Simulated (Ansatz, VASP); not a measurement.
## One calculation of Mo12CO, two programs

```
Mo C O
1.0
     5.47404    0.00000    0.00000
    -1.82468    5.16098    0.00000
     0.00000    0.00000   22.30821
Mo C O
12 1 1
Cartesian
  0.9123 1.2902 4.0000
  0.0000 3.8707 4.0000
  3.6494 1.2902 4.0000
  2.7370 3.8707 4.0000
  0.0000 0.0000 6.1542
  -0.9123 2.5805 6.1542
  2.7370 0.0000 6.1542
  1.8247 2.5805 6.1542
  0.9123 1.2902 8.3082
  0.0000 3.8707 8.3082
  3.6494 1.2902 8.3082
  2.7370 3.8707 8.3082
  4.1055 3.8707 10.2182
  4.6855 4.6910 10.7982
```

Alike in both runs: task single point; functional PBE; k mesh 5 × 5 × 1; occupations gaussian, width 0.1 eV; no spin polarisation.

|  | VASP | Ansatz |
| --- | --- | --- |
| version | VASP 6.6.1 | Ansatz 0.2.0 |
| potentials or method | VASP PAW PBE potentials, release 64 (Mo_sv, C, O), cutoff 520 eV | scalar-relativistic, plane waves, PAW |
| valence electrons in the cell | 178 | 178 |

```csv
,VASP,Ansatz,Ansatz less VASP
gap on the k mesh at the Fermi level (eV),none,none,-
rms of the force components (eV/Å),0.875,0.736,-0.1388
```

Atom by atom the forces differ by 0.177 eV/Å (rms over components). A gap of «none» marks a metal or a gap that the smearing closes. Ansatz's warnings: xc potential rough in thin density.

Noted on VASP's run: the standard files for N, O and F lose accuracy on very short bonds.
